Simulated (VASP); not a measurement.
## Ti: single point with PBEsol

Ti:

```
Ti
1.0
     2.90044    0.00000    0.00000
    -1.45022    2.51185    0.00000
     0.00000    0.00000    4.49917
Ti
2
Direct
  0.33333 0.66667 0.25000
  0.66667 0.33333 0.75000
```

This cell differs from its parent crystal: strain along c alone, the other axes held: -2.0 %.

```yaml
Program: VASP 6.6.1
Task: single point
Functional: PBEsol
Potentials_or_basis: VASP PAW PBE potentials, release 64 (Ti_sv)
Cutoff: 520 eV
k_mesh: 24 × 24 × 12
Occupations: gaussian, width 0.1 eV
Spin: no spin polarisation
```

```json
{
 "Pressure": "1.9 GPa",
 "Band gap on the k mesh": "zero (bands 12 and 13 overlap by 1.16 eV)"
}
```

Stress tensor (GPa, compression positive):
```
1.15 0.00 0.00
0.00 1.15 0.00
0.00 0.00 3.52
```

Levels at points of the mesh, in eV from the Fermi level:
```tsv
k point	band 10	band 11	band 12	band 13	band 14	band 15
(0.00, 0.00, 0.00)	-2.85	0.76	0.76	1.06	1.14	1.34
(0.50, 0.00, 0.00)	-2.37	-1.99	-0.65	0.35	0.75	1.34
(0.00, 0.00, 0.50)	-4.37	0.16	0.16	0.62	0.62	0.62
(0.50, 0.00, 0.50)	-2.72	-0.86	-0.86	1.47	1.47	1.76
```

Wall time 17 min on 1 thread of Intel Xeon 8259CL (shared host), peak memory 0.33 GiB.

Caveat: the cell differs from its parent crystal (strain along c alone, the other axes held: -2.0 %); the PAW data sets were made with another functional, which shifts forces and pressure a little.
